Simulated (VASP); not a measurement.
## Mo3Ru: relaxation of cell and atoms with PBE

Crystal: Mo3Ru.

```
CELL_PARAMETERS angstrom
2.77516 0.00000 0.00000
-1.38758 2.40336 0.00000
0.00000 0.00000 9.25062
ATOMIC_POSITIONS crystal
Mo 0.33333 0.66667 0.50000
Mo 0.66667 0.33333 0.23788
Mo 0.66667 0.33333 0.76212
Ru 0.33333 0.66667 0.00000
```

```json
{"Program": "VASP 6.6.1", "Task": "relaxation of cell and atoms", "Functional": "PBE", "Potentials or basis": "VASP PAW PBE potentials, release 64 (Mo_sv, Ru_pv)", "Cutoff": "500 eV", "k mesh": "18 × 18 × 6", "Occupations": "gaussian, width 0.1 eV", "Spin": "no spin polarisation", "Dipole correction": "no", "Further INCAR settings": "ALGO = Normal; EDIFF = 1e-07; IBRION = 2; EDIFFG = -0.01; NSW = 100; ISIF = 3"}
```

```
Relaxed volume                        : 15.47 Å³/atom
Relaxed cell                          : a = 2.767 Å, b = 2.767 Å, c = 9.334 Å, α = 90.00°, β = 90.00°, γ = 120.00°
Space group after relaxing (to 0.1 Å) : P-6m2 (No. 187)
Energy gained by relaxing             : 1.2 meV/atom
Ionic steps                           : 9
Pressure after relaxing               : 0.0 GPa
Band gap on the k mesh                : zero (bands 28 and 29 overlap by 2.17 eV)
```

Forces on the atoms (eV/Å):
```
Mo   0.000  0.000  0.000
Mo   0.000  0.000 -0.003
Mo   0.000  0.000  0.003
Ru   0.000  0.000  0.000
```

The path:
| step | energy change (eV) | largest force (eV/Å) | pressure (GPa) | volume (Å³) |
| --- | --- | --- | --- | --- |
| 1 | 0.0000 | 0.0647 | 0.55 | 61.70 |
| 2 | -0.0034 | 0.0686 | -1.24 | 62.17 |
| 3 | -0.0037 | 0.0679 | -0.85 | 62.07 |
| 4 | -0.0025 | 0.0004 | 1.27 | 61.60 |
| 5 | -0.0046 | 0.0403 | 0.00 | 61.88 |
| 6 | -0.0048 | 0.0142 | 0.05 | 61.87 |
| 7 | -0.0048 | 0.0043 | 0.06 | 61.87 |
| 8 | -0.0048 | 0.0009 | -0.12 | 61.91 |
| 9 | -0.0048 | 0.0029 | -0.02 | 61.89 |

Final structure:
```
CELL_PARAMETERS angstrom
2.76698 0.00000 0.00000
-1.38349 2.39627 0.00000
0.00000 0.00000 9.33353
ATOMIC_POSITIONS crystal
Mo 0.33333 0.66667 0.50000
Mo 0.66667 0.33333 0.23714
Mo 0.66667 0.33333 0.76286
Ru 0.33333 0.66667 0.00000
```

Levels at points of the mesh, in eV from the Fermi level:
```tsv
k point	band 24	band 25	band 26	band 27	band 28	band 29	band 30	band 31	band 32	band 33
(0.00, 0.00, 0.00)	-1.53	-1.15	-1.15	-0.63	-0.63	-0.23	-0.23	0.37	0.37	1.17
(0.50, 0.00, 0.00)	-1.11	-0.64	-0.38	0.65	1.07	1.36	1.83	1.85	3.54	4.10
(0.00, 0.00, 0.50)	-1.17	-1.17	-0.61	-0.49	-0.49	-0.43	-0.43	0.13	0.56	0.56
(0.50, 0.00, 0.50)	-1.47	-0.41	-0.01	0.03	1.51	1.74	1.97	2.45	2.73	3.86
```

Run time: 22 min on 1 thread of Intel(R) Xeon(R) Platinum 8488C (Sapphire Rapids), on a shared host, peak memory 0.35 GiB.
